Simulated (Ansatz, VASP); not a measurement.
## Two plane-wave programs on InGaAs2

```
CELL_PARAMETERS angstrom
4.10268 0.00000 0.00000
0.00000 4.10268 0.00000
0.00000 0.00000 5.84404
ATOMIC_POSITIONS crystal
In 0.00000 0.00000 0.50000
Ga 0.50000 0.50000 0.00000
As 0.50000 0.00000 0.76986
As 0.00000 0.50000 0.23014
```

Alike in both runs: functional LDA; k mesh 10 × 10 × 8; occupations gaussian, width 0.1 eV; no spin polarisation.

Ansatz relaxed the structure, and its values are those at the end. VASP's run is a single point on that final structure, the one shown.

|  | VASP | Ansatz |
| --- | --- | --- |
| version | VASP 6.6.1 | Ansatz 0.2.0 |
| potentials or method | VASP PAW LDA potentials, release 64 (In_d, Ga_d, As), cutoff 520 eV | scalar-relativistic, plane waves, PAW |
| valence electrons in the cell | 36 | 56 |

VASP gave:

| Item | Value |
| --- | --- |
| gap on the k mesh at the Fermi level (eV) | none |
| pressure (GPa) | 0.2 |

Question: Estimate Ansatz's values.

Answer: gap on the k mesh at the Fermi level (eV): none; pressure (GPa): 0.0.

LDA's correlation is that of Perdew and Zunger in VASP and of Perdew and Wang (1992) in Ansatz. A gap of «none» marks a metal or a gap that the smearing closes. VASP's potentials hold 36 valence electrons a cell and Ansatz's 56, so a difference there can come from the potentials and not from the codes.
